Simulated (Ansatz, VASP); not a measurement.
## HfSeS4: VASP beside Ansatz

INCAR

```
ALGO     = Normal         # electronic algorithm
EDIFF    = 1E-6           # SCF threshold, eV
ENCUT    = 520            # plane-wave cutoff, eV
GGA      = PE             # functional
ISIF     = 2              # what is computed and relaxed
ISMEAR   = 0              # smearing method
LASPH    = True           # aspherical terms in the spheres
LCHARG   = True           # write CHGCAR
LELF     = True           # ELF
LREAL    = False          # projectors in reciprocal space
LVHAR    = True         
LWAVE    = False          # write WAVECAR
NBANDS   = 29             # bands
NELM     = 60             # most SCF steps
PREC     = Accurate       # precision mode
SIGMA    = 0.1            # smearing width, eV
```

File KPOINTS:

```
k-points
0
Gamma
  4 4 4
```

POSCAR

```
HfSeS4
1.0
    0.0000000000      4.0646046800      4.0646046800
    4.0646046800      0.0000000000      4.0646046800
    4.0646046800      4.0646046800      0.0000000000
Hf Se S
1 1 4
Direct
    0.2500000000      0.2500000000      0.2500000000
    0.0000000000      0.0000000000      0.0000000000
    0.1239199600      0.6253600100      0.6253600100
    0.6253600100      0.1239199600      0.6253600100
    0.6253600100      0.6253600100      0.1239199600
    0.6253600100      0.6253600100      0.6253600100
```

Input for Ansatz:

```yaml
crystal:
  lattice:
    - [0.0, 4.06460468, 4.06460468]
    - [4.06460468, 0.0, 4.06460468]
    - [4.06460468, 4.06460468, 0.0]
  atoms:
    - { symbol: Hf, position: [0.25, 0.25, 0.25] }
    - { symbol: Se, position: [0.0, 0.0, 0.0] }
    - { symbol: S, position: [0.12391996, 0.62536001, 0.62536001] }
    - { symbol: S, position: [0.62536001, 0.12391996, 0.62536001] }
    - { symbol: S, position: [0.62536001, 0.62536001, 0.12391996] }
    - { symbol: S, position: [0.62536001, 0.62536001, 0.62536001] }
basis:
  ecutwfc: 420
kpoints:
  mp_grid: { grid: [4, 4, 4] }
hamiltonian:
  xc: pbe
scf:
  occupations: { method: gaussian, width: 0.1 }
  lower_state_search: "off"
output:
  forces: true
  stress: true
  eigenvalues: true
```

Change from the starting cell: species swapped into the HoInCo4 type (F-43m, No. 216).

Alike in both runs: task single point; functional PBE; k mesh 4 × 4 × 4; occupations gaussian, width 0.1 eV; no spin polarisation.

|  | VASP | Ansatz |
| --- | --- | --- |
| version | VASP 6.6.1 | Ansatz 0.2.0 |
| potentials or method | VASP PAW PBE potentials, release 64 (Hf_pv, Se, S), cutoff 520 eV | scalar-relativistic, plane waves, PAW |
| valence electrons in the cell | 40 | 66 |

|  | VASP | Ansatz | Ansatz less VASP |
| --- | --- | --- | --- |
| gap on the k mesh at the Fermi level (eV) | none | none | - |
| pressure (GPa) | -13.9 | -13.7 | +0.16 |
| rms of the force components (eV/Å) | 0.110 | 0.109 | -0.0018 |

Atom by atom the forces differ by 0.002 eV/Å (rms over components). A gap of «none» marks a metal or a gap that the smearing closes. VASP's potentials hold 40 valence electrons a cell and Ansatz's 66, so a difference there can come from the potentials and not from the codes.

Spin-orbit coupling is off throughout.
